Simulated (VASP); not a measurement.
A run of VASP 6.6.1 is set up as follows.

INCAR

```
SYSTEM = GaP
PREC = Accurate
ENCUT = 520
EDIFF = 1E-6
ISMEAR = 0
SIGMA = 0.1
LREAL = .False.
LASPH = .True.
NELM = 60
ALGO = Normal
ISIF = 2
LWAVE = .False.
LCHARG = .False.
GGA = PS
NBANDS = 16
```

KPOINTS

```
regular mesh
0
Gamma
  16 16 16
  0 0 0
```

File POSCAR:

```
GaP
1.0
   -2.2794525213      2.2794525213      1.2501996524
    2.2794525213     -2.2794525213      1.2501996524
    2.2794525213      2.2794525213     -1.2501996524
Ga P
1 1
Direct
    0.0000000000      0.0000000000      0.0000000000
    0.7500000000      0.2500000000      0.5000000000
```

Potentials or basis: VASP PAW PBE potentials, release 64 (Ga_d, P).

Run with:

```bash
$ cat potpaw_PBE.64/Ga_d/POTCAR potpaw_PBE.64/P/POTCAR > POTCAR
$ mpirun -np 1 vasp_std > vasp.out
```

(1) Estimate the band gap on the k mesh.

(2) Predict the pressure.

## Answers

(1) zero (bands 9 and 10 overlap by 6.86 eV).

(2) 30.8 GPa.

Caveat: the cell stands under pressure; the PAW data sets were made with another functional, which shifts forces and pressure a little.
